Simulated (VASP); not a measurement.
Wanted: the native input for a VASP 6.6.1 run.

```
Task                   : single point
Functional             : LDA
Potentials or basis    : VASP PAW LDA potentials, release 64 (Se)
Cutoff                 : 520 eV
k mesh                 : 6 × 6 × 5
Occupations            : fermi-dirac, width 0.03 eV
Spin                   : no spin polarisation
Dipole correction      : no
Further INCAR settings : ALGO = Normal; EDIFF = 1e-07; NBANDS = 16
```

The structure of Se lies in POSCAR:

```
Se
1.0
    4.3661999489     -0.0218309997     -0.0218309997
   -2.2020061749      3.7921555737     -0.0079907005
   -0.0247680000     -0.0247680000      4.9536000000
Se
3
Direct
    0.2254000000      0.0000000000      0.3333333333
    0.0000000000      0.2254000000      0.6666666667
    0.7746000000      0.7746000000      0.0000000000
```

This cell differs from its parent crystal: equal xy, yz and zx shear strains of -1 %.

One way to write it, as run:

INCAR

```
  PREC = Accurate
  ENCUT = 520
  EDIFF = 1E-7
  ISMEAR = -1
  SIGMA = 0.03
  LREAL = F
  LASPH = T
  NELM = 60
  ALGO = Normal
  ISIF = 2
  LWAVE = F
  LCHARG = F
  GGA = CA
  NBANDS = 16
```

KPOINTS

```
regular mesh
0
Gamma
  6 6 5
```

Potentials or basis: VASP PAW LDA potentials, release 64 (Se).

The run is started by

```console
$ cat potpaw_LDA.64/Se/POTCAR > POTCAR
$ mpirun -np 1 vasp_std > vasp.out
```

It gave:

```json
{"Pressure": "-1.0 GPa", "Largest force": "0.371 eV/Å", "Band gap on the k mesh": "1.13 eV (least direct gap 1.41 eV)"}
```

Caveat: the cell differs from its parent crystal (equal xy, yz and zx shear strains of -1 %).

Wall time 44 s on 1 thread of AMD EPYC 9R45 96-Core Processor (Zen 5), on a shared host, peak memory 0.19 GiB.
